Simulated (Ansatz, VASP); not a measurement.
**PdPt2Se6: VASP beside Ansatz**

```
Pd Pt Se
1.0
     3.75003    0.00000    0.00000
    -1.87502    3.24762    0.00000
     0.00000    0.00000   18.86590
Pd Pt Se
1 2 6
Direct
  0.00000 0.00000 0.00000
  0.00000 0.00000 0.32901
  0.00000 0.00000 0.67099
  0.33333 0.66667 0.06907
  0.33333 0.66667 0.39836
  0.33333 0.66667 0.74028
  0.66667 0.33333 0.25972
  0.66667 0.33333 0.60164
  0.66667 0.33333 0.93093
```

Alike in both runs: functional PBE; k mesh 12 × 12 × 2; occupations gaussian, width 0.02 eV; no spin polarisation.

Ansatz relaxed the structure, and its values are those at the end. VASP's run is a single point on that final structure, the one shown.

```csv
,VASP,Ansatz
version,VASP 6.6.1,Ansatz 0.2.0
potentials or method,"VASP PAW PBE potentials, release 64 (Pd, Pt, Se), cutoff 520 eV","scalar-relativistic, plane waves, PAW"
valence electrons in the cell,66,150
```

Ansatz gave:

| Quantity | Value |
| --- | --- |
| gap on the k mesh at the Fermi level (eV) | 0.42 |
| least direct gap on the mesh (eV) | 0.75 |
| pressure (GPa) | 0.0 |

What did VASP give for the same quantities?

gap on the k mesh at the Fermi level (eV): 0.41; least direct gap on the mesh (eV): 0.74; pressure (GPa): 0.0.

VASP's potentials hold 66 valence electrons a cell and Ansatz's 150, so a difference there can come from the potentials and not from the codes.

Spin-orbit coupling is off throughout.
